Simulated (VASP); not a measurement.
The system is SiC.

```
Si C
1.0
     1.54742   -2.68023    0.00000
     1.54742    2.68023    0.00000
     0.00000    0.00000   15.18646
Si C
6 6
Direct
  0.16666 0.83334 0.85771
  0.83334 0.16666 0.35771
  0.50000 0.50000 0.52448
  0.50000 0.50000 0.02448
  0.83333 0.16667 0.69121
  0.16667 0.83333 0.19121
  0.50000 0.50000 0.64984
  0.50000 0.50000 0.14984
  0.16667 0.83333 0.98269
  0.83333 0.16667 0.48269
  0.83333 0.16667 0.81620
  0.16667 0.83333 0.31620
```

* Program: VASP 6.6.1
* Task: relaxation of cell and atoms
* Functional: PBE
* Dispersion: D3(BJ)
* Potentials or basis: VASP PAW PBE potentials, release 64 (Si, C)
* Cutoff: 600 eV
* k mesh: 12 × 12 × 2
* Occupations: gaussian, width 0.02 eV
* Spin: no spin polarisation

At the start: pressure -4.7 GPa; volume 10.50 Å³/atom.

Problem. Where does the relaxation end?

Solution. Over 6 steps the energy falls by 3.4 meV/atom and the volume is 10.27 Å³/atom (-2.2 %); space group P6_3mc (No. 186, to 0.1 Å) before and after.

The path:
```
step  energy change (eV)  largest force (eV/Å)  pressure (GPa)  volume (Å³)
   1              0.0000                0.0019           -4.70       125.97
   2              0.0029                0.0124            5.25       120.44
   3             -0.0414                0.0060           -0.01       123.21
   4             -0.0414                0.0061            0.09       123.16
   5             -0.0414                0.0059           -0.08       123.25
   6             -0.0414                0.0014            0.01       123.20
```

Final structure:
```yaml
crystal:
  lattice:
    - [1.53603, -2.66049, 0.00000]
    - [1.53603, 2.66049, 0.00000]
    - [0.00000, 0.00000, 15.07377]
  atoms:
    - { symbol: Si, position: [0.16666, 0.83334, 0.85771] }
    - { symbol: Si, position: [0.83334, 0.16666, 0.35771] }
    - { symbol: Si, position: [0.50000, 0.50000, 0.52449] }
    - { symbol: Si, position: [0.50000, 0.50000, 0.02449] }
    - { symbol: Si, position: [0.83333, 0.16667, 0.69122] }
    - { symbol: Si, position: [0.16667, 0.83333, 0.19122] }
    - { symbol: C, position: [0.50000, 0.50000, 0.64983] }
    - { symbol: C, position: [0.50000, 0.50000, 0.14983] }
    - { symbol: C, position: [0.16667, 0.83333, 0.98269] }
    - { symbol: C, position: [0.83333, 0.16667, 0.48269] }
    - { symbol: C, position: [0.83333, 0.16667, 0.81621] }
    - { symbol: C, position: [0.16667, 0.83333, 0.31621] }
```
